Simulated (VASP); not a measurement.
Input of a VASP 6.6.1 run:

INCAR

```
SYSTEM = HfO2
PREC     = Accurate       ! precision mode
ENCUT    = 520            ! plane-wave cutoff, eV
EDIFF    = 1E-6           ! SCF threshold, eV
ISMEAR   = 0              ! smearing method
SIGMA    = 0.05           ! smearing width, eV
LREAL    = .False.        ! projectors in reciprocal space
LASPH    = .True.         ! aspherical terms in the spheres
NELM     = 60             ! most SCF steps
ALGO     = Normal         ! electronic algorithm
ISIF     = 2              ! what is computed and relaxed
LWAVE    = .False.        ! write WAVECAR
LCHARG   = .True.         ! write CHGCAR
GGA      = PE             ! functional
LELF     = .True.         ! ELF
LVHAR    = .True.       
NBANDS   = 43             ! bands
```

The input KPOINTS:

```
Automatic mesh
0
Gamma
  7 7 3
  0 0 0
```

POSCAR

```
HfO2
1.0
    2.5488057606     -2.5488057606      0.0000000000
    2.5488057606      0.0000000000     -2.5488057606
    4.9244064404      4.9244064404      4.9244064404
Hf O
3 6
Direct
    0.0000000000      0.0000000000      0.8626612390
    0.3333333333      0.3333333333      0.5176036445
    0.6666666667      0.6666666667      0.1725460501
    0.6666666667      0.6666666667      0.4313392459
    1.0000000000      0.0000000000      0.0862816515
    0.3333333333      0.3333333333      0.7763968404
    0.6666666667      0.6666666667      0.9489256376
    1.0000000000      1.0000000000      0.6038680432
    0.3333333333      0.3333333333      0.2588104487
```

Potentials or basis: VASP PAW PBE potentials, release 64 (Hf_pv, O).

Run with:

```console
$ cat potpaw_PBE.64/Hf_pv/POTCAR potpaw_PBE.64/O/POTCAR > POTCAR
$ mpirun -np 1 vasp_std > vasp.out
```

**Question.** Predict the pressure.

**Answer.** 10.5 GPa.

**Question.** Estimate the largest force.

**Answer.** 3.821 eV/Å.

**Question.** Estimate the band gap on the k mesh.

**Answer.** 4.08 eV, indirect (least direct gap 4.17 eV).

Stress tensor (GPa, compression positive):
```
10.46  7.27  7.27
 7.27 10.46  7.27
 7.27  7.27 10.46
```

Caveat: spin-orbit coupling is left out, which moves the levels of the heavy elements; forces of over 1 eV/Å act on the atoms, so gaps and moduli don't describe the material at rest. A k mesh can miss the band edges.
